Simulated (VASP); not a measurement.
Write the native input for VASP 6.6.1 that does the following.

* Task: single point
* Functional: PBE
* Potentials or basis: VASP PAW PBE potentials, release 64 (Hf_pv, N)
* Cutoff: 520 eV
* k mesh: 22 × 22 × 22
* Occupations: gaussian, width 0.15 eV
* Spin: no spin polarisation
* Dipole correction: no
* Further INCAR settings: ALGO = Normal; EDIFF = 1e-06; NBANDS = 14

The structure of HfN lies in POSCAR:

```
HfN
1.0
    0.0000000000      2.2738965586      2.2738965586
    2.2738965586      0.0000000000      2.2738965586
    2.2738965586      2.2738965586      0.0000000000
Hf N
1 1
Direct
    0.0000000000      0.0000000000      0.0000000000
    0.4340339386      0.4340339386      0.3793858640
```

This cell differs from its parent crystal: atom 2 (N) moved by (-0.600, -0.300) A along [1 1 0] and z.

These files were run (other wordings do the same):

INCAR

```
SYSTEM = HfN
PREC = Accurate ; ENCUT = 520
EDIFF = 1E-6 ; ISMEAR = 0
SIGMA = 0.15 ; LREAL = .FALSE.
LASPH = .TRUE. ; NELM = 60
ALGO = Normal ; ISIF = 2
LWAVE = .FALSE. ; LCHARG = .FALSE.
GGA = PE ; NBANDS = 14
```

KPOINTS

```
Automatic mesh
0
G
  22 22 22
  0 0 0
```

Potentials or basis: VASP PAW PBE potentials, release 64 (Hf_pv, N).

Run with:

```bash
$ cat potpaw_PBE.64/Hf_pv/POTCAR potpaw_PBE.64/N/POTCAR > POTCAR
$ mpirun -np 1 vasp_std > vasp.out
```

It gave:

| Item | Value |
| --- | --- |
| Pressure | 44.9 GPa |
| Largest force | 4.610 eV/Å |
| Band gap on the k mesh | zero (an odd number of electrons rules out a gap without spin polarisation) |

Caveat: the cell differs from its parent crystal (atom 2 (N) moved by (-0.600, -0.300) A along [1 1 0] and z); the cell stands under pressure; spin-orbit coupling is left out, which moves the levels of the heavy elements; forces of over 1 eV/Å act on the atoms, so gaps and moduli don't describe the material at rest.

It took 5.8 min on 1 thread of Intel(R) Xeon(R) Platinum 8488C (Sapphire Rapids), with other jobs on the host, peak memory 0.96 GiB.
